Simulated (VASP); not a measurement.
# C (P6_3/mmc) in VASP: a series of runs, part 2 of 2

VASP 6.6.1.

### Step 4. Relaxation of cell and atoms, BLYP

This run uses another cell than the first one, of 8.82 Å³/atom, 0.556 times its volume.

The input, INCAR:

```
PREC = Accurate
ENCUT = 910
EDIFF = 1E-7
ISMEAR = -1
SIGMA = 0.05
LREAL = False
LASPH = True
NELM = 120
ALGO = Normal
ISIF = 3
LWAVE = False
LCHARG = False
GGA = B5
ALDAX = 1.0
AGGAX = 1.0
AGGAC = 1.0
ALDAC = 0.0
IBRION = 2
NSW = 80
EDIFFG = -0.01
GGA_COMPAT = False
NELMIN = 4
```

The input, KPOINTS:

```
regular mesh
0
Gamma
  8 8 3
```

The input, POSCAR:

```
C
1.0
    2.4640014744      0.0000000000      0.0000000000
   -1.2320007372      2.1338878718      0.0000000000
    0.0000000000      0.0000000000      6.7110000000
C
4
Direct
    0.0000000000      0.0000000000      0.2500000000
    0.0000000000      0.0000000000      0.7500000000
    0.3333333333      0.6666666667      0.2500000000
    0.6666666667      0.3333333333      0.7500000000
```

Potentials or basis: VASP PAW PBE potentials, release 64 (C_h).

Command:

```
$ cat potpaw_PBE.64/C_h/POTCAR > POTCAR
$ mpirun -np 1 vasp_std > vasp.out
```

OUTCAR:

```text
PREC = Accurate
   ENCUT = 910
   EDIFF = 1E-7
   ISMEAR = -1
   LREAL = False
   LASPH = True
   NELM = 120
   ISIF = 3
   GGA = B5
   IBRION = 2
   NSW = 80
   EDIFFG = -0.01
   NELMIN = 4

 ion  position               nearest neighbor table
   1  0.000  0.000  0.250-   3 1.42   3 1.42   3 1.42
   2  0.000  0.000  0.750-   4 1.42   4 1.42   4 1.42
   3  0.333  0.667  0.250-   1 1.42   1 1.42   1 1.42
   4  0.667  0.333  0.750-   2 1.42   2 1.42   2 1.42

  LATTYP: Found a hexagonal cell.
 ALAT       =     2.4640014744
 C/A-ratio  =     2.7236185001

  Lattice vectors:

 A1 = (   2.4640014744,   0.0000000000,   0.0000000000)
 A2 = (  -1.2320007372,   2.1338878718,   0.0000000000)
 A3 = (   0.0000000000,   0.0000000000,   6.7110000000)

Analysis of symmetry for initial positions (statically):
[... 287 lines left out ...]

--------------------------------------- Ionic step        8  -------------------------------------------

 number of electron      16.0000001 magnetization

------------------------ aborting loop because EDIFF is reached ----------------------------------------
[... 71 lines left out ...]
--------------------------------------- Ionic step       10  -------------------------------------------

 number of electron      16.0000001 magnetization

 Free energy of the ion-electron system (eV)
  ---------------------------------------------------
  ext. energy  EPLUGINS =         0.00000000
  ---------------------------------------------------
  free energy    TOTEN  =       -34.63859068 eV

  energy without entropy =      -34.63859068  energy(sigma->0) =      -34.63859068

 E-fermi :   4.7719     XC(G=0):  -9.1960

 val. band max:        3.9000149015   @ k =   0.3750   0.2500   0.0000
 cond. band min:       5.6981736467   @ k =   0.3750   0.2500   0.3333
 fundamental gap:      1.7981587452
 Fermi energy:         4.7719457565

 k-point     1 :       0.0000    0.0000    0.0000
  band No.  band energies     occupation
      1     -14.6557      2.00000
      2     -14.5340      2.00000
      3      -3.2824      2.00000
      4      -2.1903      2.00000
      5       1.5750      2.00000
      6       1.5750      2.00000
      7       1.5800      2.00000
      8       1.5800      2.00000
      9       8.2603      0.00000
     10      12.9551      0.00000
     11      13.0716      0.00000
     12      13.0717      0.00000
[... 314 lines left out ...]
  FREE ENERGIE OF THE ION-ELECTRON SYSTEM (eV)
  ---------------------------------------------------
  free  energy   TOTEN  =       -34.6385906834 eV

  energy  without entropy=      -34.6385906785  energy(sigma->0) =      -34.63859068

 reached required accuracy - stopping structural energy minimisation
```

Wall time 2.3 min (1 thread of Intel Xeon 6975P-C (Granite Rapids), shared host); peak memory 0.18 GiB.

Results:

| Quantity | Value |
| --- | --- |
| Free energy | -34.6386 eV |
| Relaxed volume | 9.93 Å³/atom |
| Relaxed cell | a = 2.473 Å, b = 2.473 Å, c = 7.504 Å, α = 90.00°, β = 90.00°, γ = 120.00° |
| Space group after relaxing (to 0.05 Å) | P6_3/mmc (No. 194) |
| Energy gained by relaxing | 15.4 meV/atom |
| Ionic steps | 10 |
| Pressure after relaxing | 0.0 GPa |
| Band gap on the k mesh | 1.80 eV, indirect (least direct gap 1.81 eV) |

The path:
```csv
step,energy change (eV),largest force (eV/Å),pressure (GPa),volume (Å³)
1,0.0000,0.0000,4.45,35.29
2,-0.0010,0.0000,-4.52,36.55
3,-0.0089,0.0000,-0.29,35.93
4,-0.0262,0.0000,-0.22,36.57
5,-0.0565,0.0000,0.06,38.46
6,-0.0395,0.0000,0.47,42.22
7,-0.0616,0.0000,0.23,39.62
8,-0.0616,0.0000,0.25,39.69
9,-0.0609,0.0000,-1.18,39.95
10,-0.0616,0.0000,0.00,39.73
```

Final structure:
```
CELL_PARAMETERS angstrom
2.47263 0.00000 0.00000
-1.23631 2.14136 0.00000
0.00000 0.00000 7.50448
ATOMIC_POSITIONS crystal
C 0.00000 0.00000 0.25000
C 0.00000 0.00000 0.75000
C 0.33333 0.66667 0.25000
C 0.66667 0.33333 0.75000
```

Caveat: the cutoff is under 1.25 times the usual one of these potentials, so pressure, stress and relaxed cells hold a basis-set (Pulay) error; the PAW data sets were made with another functional, which shifts forces and pressure a little; this functional lacks dispersion, which binds the layers, so the pressure and a relaxed spacing across them are unreliable; the volume moved by +13 % from the deposited cell, more than functionals usually miss. A k mesh can miss the band edges.

### Step 5. The runs side by side

```csv
task,potentials or basis,cell,cutoff (eV),second run,gap on the mesh (eV),pressure (GPa),relaxed volume (Å³/atom)
single point,"VASP PAW PBE potentials, release 64 (C)","a = 2.474, b = 2.474, c = 11.975 Å, angles 90.0, 90.0, 120.0°, 4 atoms",520,-,1.94,0.2,-
relaxation of cell and atoms,"VASP PAW PBE potentials, release 64 (C)","relaxed from a = 2.464, b = 2.464, c = 6.711 Å, angles 90.0, 90.0, 120.0°, 4 atoms",600,-,1.85,0.0,10.75
relaxation of cell and atoms,"VASP PAW PBE potentials, release 64 (C_h)","relaxed from a = 2.464, b = 2.464, c = 6.711 Å, angles 90.0, 90.0, 120.0°, 4 atoms",910,hard_potentials,1.80,0.0,9.93
```

Alike in all rows: level BLYP; no spin polarisation; k mesh 8 × 8 × 3; smearing fermi-dirac 0.05 eV.

Caveats: the PAW data sets were made with another functional, which shifts forces and pressure a little; this functional lacks dispersion, which binds the layers, so the pressure and a relaxed spacing across them are unreliable (some runs); the volume moved by over 15 % at a fixed basis, so the end points are rough (some runs); the volume moved by +22 % from the deposited cell, more than functionals usually miss (some runs); the cutoff is under 1.25 times the usual one of these potentials, so pressure, stress and relaxed cells hold a basis-set (Pulay) error (some runs); the volume moved by +13 % from the deposited cell, more than functionals usually miss (some runs).

Absolute energies hang on the potentials; compare differences alone.
